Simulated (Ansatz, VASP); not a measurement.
**CuAs: VASP beside Ansatz**

```xyz
4
Lattice="3.8679 0.0000 0.0000 -1.9340 3.3497 0.0000 0.0000 0.0000 4.7285" Properties=species:S:1:pos:R:3 pbc="T T T"
Cu    0.0000    0.0000    2.3643
Cu    0.0000    0.0000    0.0000
As    1.9340    1.1166    3.5464
As    0.0000    2.2331    1.1821
```

Alike in both runs: task single point; functional LDA; k mesh 12 × 12 × 8; occupations gaussian, width 0.15 eV; no spin polarisation.

|  | VASP | Ansatz |
| --- | --- | --- |
| version | VASP 6.6.1 | Ansatz 0.2.0 |
| potentials or method | VASP PAW LDA potentials, release 64 (Cu, As), cutoff 520 eV | scalar-relativistic, plane waves, PAW |
| valence electrons in the cell | 32 | 68 |

```tsv
	VASP	Ansatz	Ansatz less VASP
gap on the k mesh at the Fermi level (eV)	none	none	-
pressure (GPa)	-1.5	-2.0	-0.50
traceless stress, the component that is largest in VASP (GPa)	4.60	4.57	-0.026
```

LDA's correlation is that of Perdew and Zunger in VASP and of Perdew and Wang (1992) in Ansatz. A gap of «none» marks a metal or a gap that the smearing closes. VASP's potentials hold 32 valence electrons a cell and Ansatz's 68, so a difference there can come from the potentials and not from the codes.
